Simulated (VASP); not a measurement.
# MgS (Fm-3m) in VASP: a series of runs

The runs below take MgS through single point, relaxation of cell and atoms, with PBE.

Program: VASP 6.6.1. These are calculated values, not measurements. Logs are shortened: lines on timing, memory, paths and dates and some standing lists are left out, and cuts for length are marked.

## (1) The cell of the first run

The structure is cubic, space group Fm-3m (No. 225). The conventional cell has a = 5.229 Å, b = 5.229 Å, c = 5.229 Å, α = 90.00°, β = 90.00°, γ = 90.00°. Mg (site symmetry m-3m) has 6 S at 2.61 Å within 3.4 Å. Within 3.4 Å of S (site symmetry m-3m) lie 6 Mg at 2.61 Å.

## (2) Single point, PBE

Contents of INCAR:

```
SYSTEM = MgS
ALGO = Normal
EDIFF = 1E-6
ENCUT = 600
GGA = PE
GGA_COMPAT = .FALSE.
ISIF = 2
ISMEAR = -5
LASPH = .TRUE.
LCHARG = .TRUE.
LELF = .TRUE.
LREAL = .FALSE.
LVHAR = .TRUE.
LWAVE = .FALSE.
NBANDS = 11
NELM = 120
PREC = Accurate
SIGMA = 0.02
```

Contents of KPOINTS:

```
k-points
0
G
  8 8 8
  0 0 0
```

Contents of POSCAR:

```
MgS
1.0
    0.0000000000      2.6147247329      2.6147247329
    2.6147247329      0.0000000000      2.6147247329
    2.6147247329      2.6147247329      0.0000000000
Mg S
1 1
Direct
    0.5000000000      0.5000000000      0.5000000000
    0.0000000000      0.0000000000      0.0000000000
```

Potentials or basis: VASP PAW PBE potentials, release 64 (Mg, S).

Launch:

```sh
cat potpaw_PBE.64/Mg/POTCAR potpaw_PBE.64/S/POTCAR > POTCAR
mpirun -np 1 vasp_std > vasp.out
```

OUTCAR:

```text
SYSTEM = MgS
   EDIFF = 1E-6
   ENCUT = 600
   GGA = PE
   ISIF = 2
   ISMEAR = -5
   LASPH = .TRUE.
   LREAL = .FALSE.
   NELM = 120
   PREC = Accurate

 ion  position               nearest neighbor table
   1  0.500  0.500  0.500-   2 2.61   2 2.61   2 2.61   2 2.61   2 2.61   2 2.61
   2  0.000  0.000  0.000-   1 2.61   1 2.61   1 2.61   1 2.61   1 2.61   1 2.61

  LATTYP: Found a face centered cubic cell.
 ALAT       =     5.2294494658

  Lattice vectors:

 A1 = (   0.0000000000,   2.6147247329,   2.6147247329)
 A2 = (   2.6147247329,   0.0000000000,   2.6147247329)
 A3 = (   2.6147247329,   2.6147247329,   0.0000000000)

Analysis of symmetry for initial positions (statically):
=====================================================================
 Subroutine PRICEL returns:
 Original cell was already a primitive cell.

 Routine SETGRP: Setting up the symmetry group for a
 face centered cubic supercell.

 Subroutine GETGRP returns: Found 48 space group operations
 (whereof 48 operations were pure point group operations)
 out of a pool of 48 trial point group operations.

The static configuration has the point symmetry O_h .

Analysis of symmetry for dynamics (positions and initial velocities):
=====================================================================
 Subroutine PRICEL returns:
 Original cell was already a primitive cell.

 Routine SETGRP: Setting up the symmetry group for a
 face centered cubic supercell.

 Subroutine GETGRP returns: Found 48 space group operations
 (whereof 48 operations were pure point group operations)
 out of a pool of 48 trial point group operations.

The dynamic configuration has the point symmetry O_h .

 Subroutine INISYM returns: Found 48 space group operations
 (whereof 48 operations are pure point group operations),
 and found     1 'primitive' translations

----------------------------------------------------------------------------------------

                                     Primitive cell

  volume of cell :      35.7526

  direct lattice vectors                    reciprocal lattice vectors
     0.000000000  2.614724733  2.614724733    -0.191224718  0.191224718  0.191224718
     2.614724733  0.000000000  2.614724733     0.191224718 -0.191224718  0.191224718
     2.614724733  2.614724733  0.000000000     0.191224718  0.191224718 -0.191224718

  length of vectors
     3.697779179  3.697779179  3.697779179     0.331210927  0.331210927  0.331210927

  position of ions in fractional coordinates (direct lattice)
     0.500000000  0.500000000  0.500000000
     0.000000000  0.000000000  0.000000000

  ion indices of the primitive-cell ions
   primitive index   ion index
                 1           1
                 2           2

----------------------------------------------------------------------------------------

 KPOINTS: k-points

Automatic generation of k-mesh.
 Grid dimensions read from file:
 generate k-points for:    8    8    8

 Generating k-lattice:

  Cartesian coordinates                     Fractional coordinates (reciprocal lattice)
    -0.023903090  0.023903090  0.023903090     0.125000000  0.000000000  0.000000000
     0.023903090 -0.023903090  0.023903090     0.000000000  0.125000000  0.000000000
     0.023903090  0.023903090 -0.023903090     0.000000000  0.000000000  0.125000000

  Length of vectors
     0.041401366  0.041401366  0.041401366

  Shift w.r.t. Gamma in fractional coordinates (k-lattice)
     0.000000000  0.000000000  0.000000000

 TETIRR: Found     76 inequivalent tetrahedra from     3072

 Subroutine IBZKPT returns following result:
 ===========================================

 Found     29 irreducible k-points:

 Following reciprocal coordinates:
            Coordinates               Weight
  0.000000  0.000000  0.000000      1.000000
  0.125000  0.000000  0.000000      8.000000
  0.250000  0.000000  0.000000      8.000000
  0.375000  0.000000  0.000000      8.000000
  0.500000  0.000000  0.000000      4.000000
  0.125000  0.125000  0.000000      6.000000
[... 16 lines left out ...]
  0.500000  0.250000  0.125000     48.000000
 -0.375000  0.250000  0.125000     24.000000
 [... further k-points ...]
   k-points           NKPTS =     29   k-points in BZ     NKDIM =     29   number of bands    NBANDS=     11
   number of dos      NEDOS =    301   number of ions     NIONS =      2
   total plane-waves  NPLWV =  27000
   dimension x,y,z NGX =    30 NGY =   30 NGZ =   30
   dimension x,y,z NGXF=    60 NGYF=   60 NGZF=   60
   ions per type =               1   1
   NGX,Y,Z   is equivalent  to a cutoff of  13.49, 13.49, 13.49 a.u.
   NGXF,Y,Z  is equivalent  to a cutoff of  26.97, 26.97, 26.97 a.u.
 SYSTEM =  MgS
   PREC   = accura    normal or accurate (medium, high low for compatibility)
   ISTART =      0    job   : 0-new  1-cont  2-samecut
   ICHARG =      2    charge: 1-file 2-atom 10-const
   ISPIN  =      1    spin polarized calculation?
   LNONCOLLINEAR =      F non collinear calculations
   LSORBIT =      F    spin-orbit coupling
   LASPH  =      T    aspherical Exc in radial PAW
   ENCUT  =  600.0 eV  44.10 Ry    6.64 a.u.   7.39  7.39  7.39*2*pi/ulx,y,z
   NELM   =    120;   NELMIN=  2; NELMDL= -5     # of ELM steps
   EDIFF  = 0.1E-05   stopping-criterion for ELM
   LREAL  =      F    real-space projection
   EDIFFG = 0.1E-04   stopping-criterion for IOM
   NSW    =      0    number of steps for IOM
   IBRION =     -1    ionic relax: 0-MD 1-quasi-New 2-CG
   NFREE  =      0    steps in history (QN), initial steepest desc. (CG)
   ISIF   =      2    stress and relaxation
   ISYM   =      2    0-nonsym 1-usesym 2-fastsym
   POTIM  = 0.5000    time-step for ionic-motion
   TEBEG  =    0.0;   TEEND  =   0.0 temperature during run
   PSTRESS=    0.0 pullay stress
   NELECT =       8.0000    total number of electrons
   NUPDOWN=      -1.0000    fix difference up-down
   EMIN   =  10.00;   EMAX   =-10.00  energy-range for DOS
   EFERMI =   0.00;   METHOD = LEGACY
   ISMEAR =    -5;   SIGMA  =   0.02  broadening in eV -4-tet -1-fermi 0-gaus
   EFERMI_NEDOS =   21; number of points for ismear=-14 and -15
   IALGO  =     38    algorithm
   IMIX   =      4    mixing-type and parameters
     AMIX     =   0.40;   BMIX     =  1.00
     AMIX_MAG =   1.60;   BMIX_MAG =  1.00
  volume/ion in A,a.u.               =      17.88       120.64
  Fermi-wavevector in a.u.,A,eV,Ry     =   0.993884  1.878168 13.439897  0.987805
  Thomas-Fermi vector in A             =   2.125796
   LORBIT       =      0    0 simple, 1 ext, 2 COOP (PROOUT), +10 PAW based schemes
   GGA     = PE    functional components
   LHFCALC =     F    Hartree Fock is set to
   AEXX    =    0.0000 exact exchange contribution
   IVDW    =     0    specifies the selected vdW correction
   LEPSILON=     F    determine dielectric tensor
   LRPA    =     F    only Hartree local field effects (RPA)
 non-spin polarized calculation
 Fermi weights with tetrahedron method with Bloechl corrections
  energy-cutoff  :      600.00
  volume of cell :       35.75
 maximum number of plane-waves:      1243
 NGX is ok and might be reduce to    30
   NGX = 15   NGY = 15   NGZ = 15

 number of electron       7.9999999 magnetization

 Free energy of the ion-electron system (eV)
  ---------------------------------------------------
  ext. energy  EPLUGINS =         0.00000000
  ---------------------------------------------------
  free energy    TOTEN  =        -8.50328382 eV

  energy without entropy =       -8.50328382  energy(sigma->0) =       -8.50328382

 E-fermi :   3.6533     XC(G=0):  -9.6264

 val. band max:        3.5920073141   @ k =   0.0000   0.0000   0.0000
 cond. band min:       6.3345995758   @ k =   0.5000   0.5000   0.0000
 fundamental gap:      2.7425922616
 Fermi energy:         3.6533409926

 k-point     1 :       0.0000    0.0000    0.0000
  band No.  band energies     occupation
      1      -8.9899      2.00000
      2       3.5920      2.00000
      3       3.5920      2.00000
      4       3.5920      2.00000
      5       7.1847      0.00000
      6      11.5554      0.00000
      7      11.5554      0.00000
      8      11.5554      0.00000
      9      13.9241      0.00000
     10      13.9241      0.00000
     11      16.0946      0.00000

 k-point     2 :       0.1250    0.0000    0.0000
  band No.  band energies     occupation
      1      -8.8426      2.00000
      2       2.5541      2.00000
      3       3.4942      2.00000
      4       3.4942      2.00000
      5       7.9927      0.00000
      6      11.2255      0.00000
      7      11.7953      0.00000
      8      11.7953      0.00000
      9      13.2786      0.00000
     10      13.2786      0.00000
     11      16.1760      0.00000

 k-point     3 :       0.2500    0.0000    0.0000
  band No.  band energies     occupation
      1      -8.4448      2.00000
      2       0.8227      2.00000
      3       3.2806      2.00000
      4       3.2806      2.00000
      5       8.4944      0.00000
      6      11.3949      0.00000
      7      11.3949      0.00000
      8      11.8117      0.00000
      9      13.8559      0.00000
     10      13.8559      0.00000
     11      15.3804      0.00000
[... 267 lines left out ...]
 k-point    23 :       0.5000    0.2500    0.1250
  band No.  band energies     occupation
      1      -7.7268      2.00000
      2      -0.2563      2.00000
      3       1.6437      2.00000
      4       2.6288      2.00000
      5       9.1683      0.00000
      6       9.9526      0.00000
      7      11.3703      0.00000
      8      12.5172      0.00000
      9      15.1783      0.00000
     10      17.7631      0.00000
     11      18.3798      0.00000

 k-point    24 :      -0.3750    0.2500    0.1250
  band No.  band energies     occupation
      1      -7.5330      2.00000
      2      -0.6373      2.00000
      3       1.5022      2.00000
      4       2.4704      2.00000
      5       9.1250      0.00000
      6       9.6698      0.00000
      7      11.9613      0.00000
      8      12.9381      0.00000
      9      15.7918      0.00000
     10      16.7622      0.00000
     11      19.0642      0.00000

 [... further k-points ...]

------------------------ aborting loop because EDIFF is reached ----------------------------------------

  FORCE on cell =-STRESS in cart. coord.  units (eV):
  Direction    XX          YY          ZZ          XY          YZ          ZX
  --------------------------------------------------------------------------------------
  -------------------------------------------------------------------------------------
  Total       -0.0575027     -0.0575027     -0.0575027      0.0000000      0.0000000      0.0000000
  in kB       -2.5768598     -2.5768598     -2.5768598      0.0000000      0.0000000      0.0000000
  external PRESSURE =      -2.5768598 kB  Pullay stress =       0.0000000 kB

 VOLUME and BASIS-vectors are now :
 -----------------------------------------------------------------------------
  energy-cutoff  :      600.00
  volume of cell :       35.75
      direct lattice vectors                 reciprocal lattice vectors
     0.000000000  2.614724733  2.614724733    -0.191224718  0.191224718  0.191224718
     2.614724733  0.000000000  2.614724733     0.191224718 -0.191224718  0.191224718
     2.614724733  2.614724733  0.000000000     0.191224718  0.191224718 -0.191224718

 POSITION                                       TOTAL-FORCE (eV/Angst)
 -----------------------------------------------------------------------------------
      2.61472      2.61472      2.61472         0.000000      0.000000      0.000000
      0.00000      0.00000      0.00000         0.000000     -0.000000     -0.000000
 -----------------------------------------------------------------------------------
    total drift:                               -0.000000      0.000000      0.000000

  FREE ENERGIE OF THE ION-ELECTRON SYSTEM (eV)
  ---------------------------------------------------
  free  energy   TOTEN  =        -8.5032838193 eV

  energy  without entropy=       -8.5032838193  energy(sigma->0) =       -8.50328382
```

It took 8.1 s on 1 thread of AMD EPYC 9R45 (Zen 5), shared host; peak memory 0.14 GiB.

Results:

| Quantity | Value |
| --- | --- |
| Free energy | -8.5033 eV |
| Pressure | -0.3 GPa |
| Band gap on the k mesh | 2.74 eV (least direct gap 3.59 eV) |

(Continued in part 2 of 2.)
